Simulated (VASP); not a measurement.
A run of VASP 6.6.1 is set up as follows.

File INCAR:

```
PREC     = Accurate       # precision mode
ENCUT    = 520            # plane-wave cutoff, eV
EDIFF    = 1E-6           # SCF threshold, eV
ISMEAR   = -1             # smearing method
SIGMA    = 0.1            # smearing width, eV
LREAL    = False          # projectors in reciprocal space
LASPH    = True           # aspherical terms in the spheres
NELM     = 80             # most SCF steps
ALGO     = Normal         # electronic algorithm
ISIF     = 2              # what is computed and relaxed
LWAVE    = False          # write WAVECAR
LCHARG   = False          # write CHGCAR
GGA      = RE             # functional
NBANDS   = 46             # bands
LUSENCCL = False
```

KPOINTS

```
regular mesh
0
Gamma
  4 4 4
```

File POSCAR:

```
Cs
1.0
   10.1351886742      0.0000000000      0.0000000000
    0.0000000000     10.1351886742      0.0000000000
    0.0000000000      0.0000000000     10.1351886742
Cs
8
Direct
    0.0000000000      1.0000000000      1.0000000000
    0.5000000000      0.5000000000      0.5000000000
    0.2500000000      1.0000000000      0.5000000000
    0.7500000000      1.0000000000      0.5000000000
    0.5000000000      0.2500000000      0.0000000000
    0.5000000000      0.7500000000      1.0000000000
    0.0000000000      0.5000000000      0.2500000000
    0.0000000000      0.5000000000      0.7500000000
```

Potentials or basis: VASP PAW PBE potentials, release 64 (Cs_sv).

Run with:

```sh
$ cat potpaw_PBE.64/Cs_sv/POTCAR > POTCAR
$ mpirun -np 1 vasp_std > vasp.out
```

Task: Predict the band gap on the k mesh.

Result: Zero (band 36 reaches 0.43 eV, above the bottom of band 37 at 0.01 eV).

Task: What does it give for the pressure?

Result: 0.0 GPa.

Caveat: the PAW data sets were made with another functional, which shifts forces and pressure a little; spin-orbit coupling is left out, which moves the levels of the heavy elements.
